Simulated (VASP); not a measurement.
Input of a VASP 6.6.1 run:

File INCAR:

```
ALGO = Fast ; EDIFF = 1E-6
ENCUT = 520 ; GGA = PS
ISIF = 2 ; ISMEAR = 0
LASPH = T ; LCHARG = T
LELF = T ; LREAL = F
LVHAR = T ; LWAVE = F
NBANDS = 12 ; NELM = 80
PREC = Accurate ; SIGMA = 0.15
```

The input KPOINTS:

```
k-points
0
Gamma
  18 18 18
```

POSCAR

```
Tl
1.0
   -1.9798200000      1.9410000000      1.9798200000
    1.9021800000     -1.9410000000      1.9021800000
    1.9798200000      1.9410000000     -1.9798200000
Tl
1
Direct
    0.0000000000      0.0000000000      0.0000000000
```

Potentials or basis: VASP PAW PBE potentials, release 64 (Tl_d).

Launch:

```bash
$ cat potpaw_PBE.64/Tl_d/POTCAR > POTCAR
$ mpirun -np 1 vasp_std > vasp.out
```

**Question.** Predict the band gap on the k mesh.

**Answer.** Zero (an odd number of electrons rules out a gap without spin polarisation).

**Question.** What does it give for the pressure?

**Answer.** -0.8 GPa.

Stress tensor (GPa, compression positive):
```
-0.81  0.00  0.59
 0.00 -0.82  0.00
 0.59  0.00 -0.81
```

Caveat: the cell differs from its parent crystal (strain -0.0400 x Voigt [0, 0, 0, 0, 1, 0]); the PAW data sets were made with another functional, which shifts forces and pressure a little; spin-orbit coupling is left out, which moves the levels of the heavy elements.
